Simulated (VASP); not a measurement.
Si6HC6, 26 atoms in the cell. The cell holds a slab with vacuum, 26 atoms: a = 6.150 Å, b = 6.150 Å, c = 23.649 Å, α = 90.00°, β = 90.00°, γ = 120.00°. 

```yaml
Program: VASP 6.6.1
Task: single point
Functional: PBE
Dispersion: D3(BJ)
Potentials_or_basis: VASP PAW PBE potentials, release 64 (C, Si, H)
Cutoff: 520 eV
k_mesh: 3 × 3 × 1
Occupations: gaussian, width 0.05 eV
Spin: no spin polarisation
Dipole_correction: yes
Further_INCAR_settings: LREAL = Auto; ALGO = Fast; EDIFF = 1e-07; NBANDS = 68
```

Potentials or basis: VASP PAW PBE potentials, release 64 (C, Si, H).

The run is started by

```bash
$ cat potpaw_PBE.64/C/POTCAR potpaw_PBE.64/Si/POTCAR potpaw_PBE.64/H/POTCAR > POTCAR
$ mpirun -np 1 vasp_std > vasp.out
```

Hardware: 1 thread of Oxide Virtual Turin-like Processor (shared host).

Question: Estimate the wall time of this run.

Answer: It took 12 min on 1 thread of Oxide Virtual Turin-like Processor, with other jobs on the host, peak memory 0.85 GiB. Counts: scf iterations 33, k points 5.
